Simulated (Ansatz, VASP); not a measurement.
## Two plane-wave programs on MgO

```
Mg O
1.0
     2.62335    0.04001    0.00000
     0.04001    2.62335    0.00000
     0.00000    0.00000    2.62335
Mg O
1 1
Direct
  0.00000 0.00000 0.00000
  0.50000 0.50000 0.50000
```

Change from the starting cell: shear_xy strain +3.0%.

Alike in both runs: task single point; functional HSE06; k mesh 6 × 6 × 6; no spin polarisation.

|  | VASP | Ansatz |
| --- | --- | --- |
| version | VASP 6.6.1 | Ansatz 0.2.0 |
| potentials or method | VASP PAW PBE potentials, release 64 (Mg, O) | plane waves, PAW |
| plane-wave cutoff (eV) | 520 | 420 |
| occupations | gaussian, width 0.01 eV | fixed |
| valence electrons in the cell | 8 | 16 |

VASP gave:

```
gap on the k mesh at the Fermi level (eV)                     : 4.14
pressure (GPa)                                                : -1.1
traceless stress, the component that is largest in VASP (GPa) : 1.88
```

Question: Estimate Ansatz's values.

Answer: gap on the k mesh at the Fermi level (eV): 4.20; pressure (GPa): -0.7; traceless stress, the component that is largest in VASP (GPa): 1.89.

VASP's potentials hold 8 valence electrons a cell and Ansatz's 16, so a difference there can come from the potentials and not from the codes. Ansatz's warnings: stress exchange threshold loose, stress scf threshold loose.
